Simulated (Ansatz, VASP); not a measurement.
## TiO in VASP and in Ansatz

File INCAR:

```
  PREC = Accurate
  ENCUT = 600
  EDIFF = 1E-6
  ISMEAR = 0
  SIGMA = 0.05
  LREAL = F
  LASPH = T
  NELM = 150
  ALGO = Normal
  ISIF = 3
  LWAVE = F
  LCHARG = F
  ISPIN = 2
  MAGMOM = 2 2 0 0
  LORBIT = 11
  LMAXMIX = 4
  GGA = PS
  IBRION = 2
  NSW = 80
  EDIFFG = -0.01
```

File KPOINTS:

```
regular mesh
0
Gamma
  8 8 8
```

File POSCAR:

```
TiO
1.0
    3.6070202965      0.0000000000      0.0000000000
    0.0000000000      3.6070202965      0.0000000000
    0.0000000000      0.0000000000      4.4907487220
Ti O
2 2
Direct
    0.0000000000      0.5000000000      0.0000000000
    0.5000000000      0.0000000000      0.5000000000
    0.0000000000      0.0000000000      0.2500000000
    0.0000000000      0.0000000000      0.7500000000
```

Input for Ansatz:

```yaml
crystal:
  lattice:
    - [3.6070202965, 0.0, 0.0]
    - [0.0, 3.6070202965, 0.0]
    - [0.0, 0.0, 4.490748722]
  atoms:
    - { symbol: Ti, position: [0.0, 0.5, 0.0], spin: 2.0 }
    - { symbol: Ti, position: [0.5, 0.0, 0.5], spin: 2.0 }
    - { symbol: O, position: [0.0, 0.0, 0.25] }
    - { symbol: O, position: [0.0, 0.0, 0.75] }
basis:
  ecutwfc: 420
  ecutrho_ratio: 4
kpoints:
  mp_grid: { grid: [8, 8, 8] }
hamiltonian:
  xc: pbesol
scf:
  occupations: { method: gaussian, width: 0.05 }
output:
  forces: true
  stress: true
  eigenvalues: true
  populations: true
magnetization:
  spin_polarized: true
relax:
  f_tol: 0.01
  max_steps: 60
  cell: { stress_tol: 0.15 }
```

Alike in both runs: task relaxation of cell and atoms; functional PBEsol; k mesh 8 × 8 × 8; occupations gaussian, width 0.05 eV; collinear spin.

|  | VASP | Ansatz |
| --- | --- | --- |
| version | VASP 6.6.1 | Ansatz 0.2.0 |
| potentials or method | VASP PAW PBE potentials, release 64 (Ti_sv, O), cutoff 600 eV | scalar-relativistic, plane waves, PAW |
| valence electrons in the cell | 36 | 36 |

VASP gave:

| Item | Value |
| --- | --- |
| net moment per atom (μB) | 0.00 |
| relaxed volume (Å³/atom) | 12.05 |
| relaxed cell length with the largest relative difference (Å) | 4.868 |

Problem. What did Ansatz give for the same quantities?

Solution. net moment per atom (μB): 0.00; relaxed volume (Å³/atom): 12.02; relaxed cell length with the largest relative difference (Å): 4.859.

VASP's potentials were made for PBE, not for PBEsol. Ansatz's warnings: seeded moment not kept.

Noted on VASP's run: the volume moved by over 15 % at a fixed basis, so the end points are rough.
